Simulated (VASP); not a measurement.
# Pt (R-3m) in VASP: notebook

Runs on Pt. Level: LDA. Tasks: single point.

Everything below comes from runs of VASP 6.6.1. Logs are shortened: lines on timing, memory, paths and dates and some standing lists are left out, and cuts for length are marked.

**1. The cell of the first run**

It takes space group R-3m (No. 166, trigonal). The conventional cell has a = 2.946 Å, b = 2.946 Å, c = 6.204 Å, α = 90.00°, β = 90.00°, γ = 120.00°. Pt (site symmetry -3m) has 12 Pt at 2.68 to 2.95 Å within 3.5 Å.

**2. Single point, LDA**

INCAR

```
ALGO     = Fast           # electronic algorithm
EDIFF    = 1E-7           # SCF threshold, eV
ENCUT    = 520            # plane-wave cutoff, eV
ISIF     = 2              # what is computed and relaxed
ISMEAR   = 0              # smearing method
LASPH    = True           # aspherical terms in the spheres
LCHARG   = True           # write CHGCAR
LELF     = True           # ELF
LREAL    = False          # projectors in reciprocal space
LVHAR    = True         
LWAVE    = False          # write WAVECAR
NBANDS   = 11             # bands
NELM     = 100            # most SCF steps
PREC     = Accurate       # precision mode
SIGMA    = 0.15           # smearing width, eV
```

KPOINTS

```
k-points
0
Gamma
  20 20 20
```

POSCAR

```
Pt
1.0
   -0.1946767288      1.8883642697      1.8883642697
    1.8883642697     -0.1946767288      1.8883642697
    1.8883642697      1.8883642697     -0.1946767288
Pt
1
Direct
    0.0000000000      0.0000000000      0.0000000000
```

Potentials or basis: VASP PAW LDA potentials, release 64 (Pt).

On the command line:

```bash
cat potpaw_LDA.64/Pt/POTCAR > POTCAR
mpirun -np 1 vasp_std > vasp.out
```

OUTCAR:

```text
EDIFF = 1E-7
   ENCUT = 520
   ISIF = 2
   ISMEAR = 0
   LASPH = True
   LREAL = False
   NELM = 100
   PREC = Accurate

 ion  position               nearest neighbor table
   1  0.000  0.000  0.000-

  LATTYP: Found a trigonal (rhomboedric) cell.
 ALAT       =     2.6776366928
 COS(alpha) =     0.3948091765

  Lattice vectors:

 A1 = (  -0.1946767288,   1.8883642697,   1.8883642697)
 A2 = (   1.8883642697,  -0.1946767288,   1.8883642697)
 A3 = (   1.8883642697,   1.8883642697,  -0.1946767288)

Analysis of symmetry for initial positions (statically):
=====================================================================
 Subroutine PRICEL returns:
 Original cell was already a primitive cell.

 Routine SETGRP: Setting up the symmetry group for a
 trigonal (rhombohedral) supercell.

 Subroutine GETGRP returns: Found 12 space group operations
 (whereof 12 operations were pure point group operations)
 out of a pool of 12 trial point group operations.

The static configuration has the point symmetry D_3d.

Analysis of symmetry for dynamics (positions and initial velocities):
=====================================================================
 Subroutine PRICEL returns:
 Original cell was already a primitive cell.

 Routine SETGRP: Setting up the symmetry group for a
 trigonal (rhombohedral) supercell.

 Subroutine GETGRP returns: Found 12 space group operations
 (whereof 12 operations were pure point group operations)
 out of a pool of 12 trial point group operations.

The dynamic configuration has the point symmetry D_3d.

 Subroutine INISYM returns: Found 12 space group operations
 (whereof 12 operations are pure point group operations),
 and found     1 'primitive' translations

----------------------------------------------------------------------------------------

                                     Primitive cell

  volume of cell :      15.5427

  direct lattice vectors                    reciprocal lattice vectors
    -0.194676729  1.888364270  1.888364270    -0.226988373  0.253078990  0.253078990
     1.888364270 -0.194676729  1.888364270     0.253078990 -0.226988373  0.253078990
     1.888364270  1.888364270 -0.194676729     0.253078990  0.253078990 -0.226988373

  length of vectors
     2.677636693  2.677636693  2.677636693     0.423817971  0.423817971  0.423817971

  position of ions in fractional coordinates (direct lattice)
     0.000000000  0.000000000  0.000000000

  ion indices of the primitive-cell ions
   primitive index   ion index
                 1           1

----------------------------------------------------------------------------------------

 KPOINTS: k-points

Automatic generation of k-mesh.
 Grid dimensions read from file:
 generate k-points for:   20   20   20

 Generating k-lattice:

  Cartesian coordinates                     Fractional coordinates (reciprocal lattice)
    -0.011349419  0.012653950  0.012653950     0.050000000 -0.000000000 -0.000000000
     0.012653950 -0.011349419  0.012653950    -0.000000000  0.050000000 -0.000000000
     0.012653950  0.012653950 -0.011349419    -0.000000000 -0.000000000  0.050000000

  Length of vectors
     0.021190899  0.021190899  0.021190899

  Shift w.r.t. Gamma in fractional coordinates (k-lattice)
     0.000000000  0.000000000  0.000000000

 Subroutine IBZKPT returns following result:
 ===========================================

 Found    781 irreducible k-points:

 Following reciprocal coordinates:
            Coordinates               Weight
  0.000000  0.000000  0.000000      1.000000
  0.050000 -0.000000 -0.000000      6.000000
  0.100000 -0.000000 -0.000000      6.000000
  0.150000  0.000000  0.000000      6.000000
  0.200000 -0.000000 -0.000000      6.000000
  0.250000  0.000000  0.000000      6.000000
[... 16 lines left out ...]
 -0.400000  0.050000  0.000000     12.000000
 -0.350000  0.050000 -0.000000     12.000000
 [... further k-points ...]
   k-points           NKPTS =    781   k-points in BZ     NKDIM =    781   number of bands    NBANDS=     11
   number of dos      NEDOS =    301   number of ions     NIONS =      1
   total plane-waves  NPLWV =   8000
   dimension x,y,z NGX =    20 NGY =   20 NGZ =   20
   dimension x,y,z NGXF=    40 NGYF=   40 NGZF=   40
   ions per type =               1
   NGX,Y,Z   is equivalent  to a cutoff of  12.42, 12.42, 12.42 a.u.
   NGXF,Y,Z  is equivalent  to a cutoff of  24.83, 24.83, 24.83 a.u.
 SYSTEM =  unknown system
   PREC   = accura    normal or accurate (medium, high low for compatibility)
   ISTART =      0    job   : 0-new  1-cont  2-samecut
   ICHARG =      2    charge: 1-file 2-atom 10-const
   ISPIN  =      1    spin polarized calculation?
   LNONCOLLINEAR =      F non collinear calculations
   LSORBIT =      F    spin-orbit coupling
   LASPH  =      T    aspherical Exc in radial PAW
   ENCUT  =  520.0 eV  38.22 Ry    6.18 a.u.   4.98  4.98  4.98*2*pi/ulx,y,z
   NELM   =    100;   NELMIN=  2; NELMDL= -5     # of ELM steps
   EDIFF  = 0.1E-06   stopping-criterion for ELM
   LREAL  =      F    real-space projection
   EDIFFG = 0.1E-05   stopping-criterion for IOM
   NSW    =      0    number of steps for IOM
   IBRION =     -1    ionic relax: 0-MD 1-quasi-New 2-CG
   NFREE  =      0    steps in history (QN), initial steepest desc. (CG)
   ISIF   =      2    stress and relaxation
   ISYM   =      2    0-nonsym 1-usesym 2-fastsym
   POTIM  = 0.5000    time-step for ionic-motion
   TEBEG  =    0.0;   TEEND  =   0.0 temperature during run
   PSTRESS=    0.0 pullay stress
   NELECT =      10.0000    total number of electrons
   NUPDOWN=      -1.0000    fix difference up-down
   EMIN   =  10.00;   EMAX   =-10.00  energy-range for DOS
   EFERMI =   0.00;   METHOD = LEGACY
   ISMEAR =     0;   SIGMA  =   0.15  broadening in eV -4-tet -1-fermi 0-gaus
   EFERMI_NEDOS =   21; number of points for ismear=-14 and -15
   IALGO  =     68    algorithm
   IMIX   =      4    mixing-type and parameters
     AMIX     =   0.40;   BMIX     =  1.00
     AMIX_MAG =   1.60;   BMIX_MAG =  1.00
  volume/ion in A,a.u.               =      15.54       104.89
  Fermi-wavevector in a.u.,A,eV,Ry     =   1.413293  2.670737 27.176253  1.997398
  Thomas-Fermi vector in A             =   2.534954
   LORBIT       =      0    0 simple, 1 ext, 2 COOP (PROOUT), +10 PAW based schemes
   GGA     = CA    functional components
   LHFCALC =     F    Hartree Fock is set to
   AEXX    =    0.0000 exact exchange contribution
   IVDW    =     0    specifies the selected vdW correction
   LEPSILON=     F    determine dielectric tensor
   LRPA    =     F    only Hartree local field effects (RPA)
 non-spin polarized calculation
 RMM-DIIS sequential band-by-band and
 Gauss-broadening in eV      SIGMA  =   0.15
  energy-cutoff  :      520.00
  volume of cell :       15.54
 maximum number of plane-waves:       440
   NGX =  9   NGY =  9   NGZ =  9

 number of electron      10.0000001 magnetization

 Free energy of the ion-electron system (eV)
  ---------------------------------------------------
  ext. energy  EPLUGINS =         0.00000000
  ---------------------------------------------------
  free energy    TOTEN  =        -7.38698148 eV

  energy without entropy =       -7.37131575  energy(sigma->0) =       -7.37914861

 E-fermi :  10.4814     XC(G=0): -13.4923

 val. band max:       10.4750387281   @ k =  -0.4000   0.4000   0.0500
 cond. band min:      10.4817320561   @ k =  -0.4500   0.3500  -0.0000
 fundamental gap:      0.0066933281
 Fermi energy:        10.4813880651

 k-point     1 :       0.0000    0.0000    0.0000
  band No.  band energies     occupation
      1       0.6487      2.00000
      2       6.0194      2.00000
      3       6.0194      2.00000
      4       8.2078      2.00000
      5       9.3282      2.00000
      6       9.3282      2.00000
      7      25.0543      0.00000
      8      28.6735      0.00000
      9      28.6735      0.00000
     10      33.7501      0.00000
     11      35.4542      0.00000

 k-point     2 :       0.0500   -0.0000   -0.0000
  band No.  band energies     occupation
      1       0.7397      2.00000
      2       6.0275      2.00000
      3       6.0345      2.00000
      4       8.2167      2.00000
      5       9.3071      2.00000
      6       9.3135      2.00000
      7      25.1767      0.00000
      8      28.3152      0.00000
      9      28.8387      0.00000
     10      33.6632      0.00000
     11      36.0356      0.00000

 k-point     3 :       0.1000   -0.0000   -0.0000
  band No.  band energies     occupation
      1       1.0053      2.00000
      2       6.0490      2.00000
      3       6.0738      2.00000
      4       8.2515      2.00000
      5       9.2554      2.00000
      6       9.2781      2.00000
      7      25.4938      0.00000
      8      27.4015      0.00000
      9      29.3233      0.00000
     10      33.7310      0.00000
     11      36.8314      0.00000

 k-point     4 :       0.1500    0.0000    0.0000
  band No.  band energies     occupation
      1       1.4212      2.00000
      2       6.0851      2.00000
      3       6.1192      2.00000
      4       8.3203      2.00000
      5       9.2042      2.00000
      6       9.2521      2.00000
      7      25.5732      0.00000
      8      26.5050      0.00000
      9      30.0929      0.00000
     10      33.9611      0.00000
     11      35.5254      0.00000
[... 239 lines left out ...]
 k-point    22 :      -0.4500    0.0500    0.0000
  band No.  band energies     occupation
      1       3.4268      2.00000
      2       5.8767      2.00000
      3       8.1591      2.00000
      4       9.0561      2.00000
      5      10.3463      1.79711
      6      10.7987      0.00277
      7      16.0751      0.00000
      8      25.4533      0.00000
      9      28.4131      0.00000
     10      31.5868      0.00000
     11      37.5180      0.00000

 k-point    23 :      -0.4000    0.0500    0.0000
  band No.  band energies     occupation
      1       3.3954      2.00000
      2       5.9243      2.00000
      3       8.1625      2.00000
      4       8.5493      2.00000
      5      10.0890      1.99978
      6      10.4921      0.91950
      7      17.1919      0.00000
      8      25.6690      0.00000
      9      28.7061      0.00000
     10      32.2202      0.00000
     11      37.0965      0.00000

 k-point    24 :      -0.3500    0.0500   -0.0000
  band No.  band energies     occupation
      1       3.3013      2.00000
      2       5.9967      2.00000
      3       7.6623      2.00000
      4       8.2653      2.00000
      5       9.7838      2.00000
      6      10.2352      1.97970
      7      18.7313      0.00000
      8      26.0168      0.00000
      9      29.2869      0.00000
     10      33.1964      0.00000
     11      35.5656      0.00000

 [... further k-points ...]

------------------------ aborting loop because EDIFF is reached ----------------------------------------

  FORCE on cell =-STRESS in cart. coord.  units (eV):
  Direction    XX          YY          ZZ          XY          YZ          ZX
  --------------------------------------------------------------------------------------
  -------------------------------------------------------------------------------------
  Total       -0.7239464     -0.7239464     -0.7239464      0.6589167      0.6589167      0.6589167
  in kB      -74.6258887    -74.6258887    -74.6258887     67.9224915     67.9224915     67.9224915
  external PRESSURE =     -74.6258887 kB  Pullay stress =       0.0000000 kB

 VOLUME and BASIS-vectors are now :
 -----------------------------------------------------------------------------
  energy-cutoff  :      520.00
  volume of cell :       15.54
      direct lattice vectors                 reciprocal lattice vectors
    -0.194676729  1.888364270  1.888364270    -0.226988373  0.253078990  0.253078990
     1.888364270 -0.194676729  1.888364270     0.253078990 -0.226988373  0.253078990
     1.888364270  1.888364270 -0.194676729     0.253078990  0.253078990 -0.226988373

 POSITION                                       TOTAL-FORCE (eV/Angst)
 -----------------------------------------------------------------------------------
      0.00000      0.00000      0.00000         0.000000      0.000000      0.000000
 -----------------------------------------------------------------------------------
    total drift:                                0.000000     -0.000000      0.000000

  FREE ENERGIE OF THE ION-ELECTRON SYSTEM (eV)
  ---------------------------------------------------
  free  energy   TOTEN  =        -7.3869814785 eV

  energy  without entropy=       -7.3713157465  energy(sigma->0) =       -7.37914861
```

Run time: 43 s. Hardware: 1 thread of Intel Xeon 6975P-C (Granite Rapids), shared host; peak memory 0.24 GiB.

What came out:

* Free energy: -7.3870 eV
* Pressure: -7.5 GPa
* Band gap on the k mesh: zero (bands 5 and 6 overlap by 2.96 eV)

Stress tensor (GPa, compression positive):
```
-7.46  6.79  6.79
 6.79 -7.46  6.79
 6.79  6.79 -7.46
```

Levels at points of the mesh, in eV from the Fermi level:
| k point | band 2 | band 3 | band 4 | band 5 | band 6 | band 7 | band 8 | band 9 |
| --- | --- | --- | --- | --- | --- | --- | --- | --- |
| (0.00, 0.00, 0.00) | -4.46 | -4.46 | -2.27 | -1.15 | -1.15 | 14.57 | 18.19 | 18.19 |
| (0.50, 0.00, 0.00) | -4.62 | -2.32 | -0.63 | -0.57 | 0.20 | 5.31 | 14.83 | 18.11 |
| (0.50, 0.50, 0.00) | -6.31 | -0.22 | 0.25 | 1.00 | 2.03 | 8.91 | 9.58 | 13.40 |
| (0.50, 0.50, 0.50) | -3.93 | -3.93 | 0.63 | 0.63 | 1.23 | 8.00 | 13.21 | 16.71 |

Caveat: the cell stands under tension; spin-orbit coupling is left out, which moves the levels of the heavy elements.

**3. Single point, LDA**

This run uses another cell than the first one, of the same volume but with other edges.

INCAR

```
PREC = Accurate
ENCUT = 520
EDIFF = 1E-6
ISMEAR = 0
SIGMA = 0.15
LREAL = False
LASPH = True
NELM = 60
ALGO = Normal
ISIF = 2
LWAVE = False
LCHARG = False
GGA = CA
NBANDS = 11
```

KPOINTS

```
regular mesh
0
Gamma
  20 20 20
```

POSCAR

```
Pt
1.0
    0.1946767288      2.0830409986      2.0830409986
    2.0830409986      0.1946767288      2.0830409986
    2.0830409986      2.0830409986      0.1946767288
Pt
1
Direct
    0.0000000000      0.0000000000      0.0000000000
```

Potentials or basis: VASP PAW LDA potentials, release 64 (Pt).

On the command line:

```bash
cat potpaw_LDA.64/Pt/POTCAR > POTCAR
mpirun -np 1 vasp_std > vasp.out
```

Run time: 32 s. Hardware: 1 thread of Intel Xeon 6975P-C (Granite Rapids), shared host; peak memory 0.24 GiB.

Results (log left out):

```
Free energy            : -7.3902 eV
Pressure               : -7.0 GPa
Band gap on the k mesh : zero (bands 5 and 6 overlap by 2.37 eV)
```

Stress tensor (GPa, compression positive):
```
-7.05 -7.47 -7.47
-7.47 -7.05 -7.47
-7.47 -7.47 -7.05
```

Levels at points of the mesh, in eV from the Fermi level:
```
           k point  band 2  band 3  band 4  band 5  band 6  band 7  band 8  band 9
(0.00, 0.00, 0.00)   -4.59   -3.42   -3.42   -1.11   -1.11   13.93   17.37   21.29
(0.50, 0.00, 0.00)   -4.53   -2.62   -0.57    0.19    0.75    6.61   13.79   17.34
(0.50, 0.50, 0.00)   -6.21   -0.18    0.39    0.88    2.01    8.90    9.79   13.19
(0.50, 0.50, 0.50)   -3.62   -3.62   -1.28    0.00    0.00    3.77   15.34   21.08
```

Caveat: the cell stands under tension; spin-orbit coupling is left out, which moves the levels of the heavy elements.
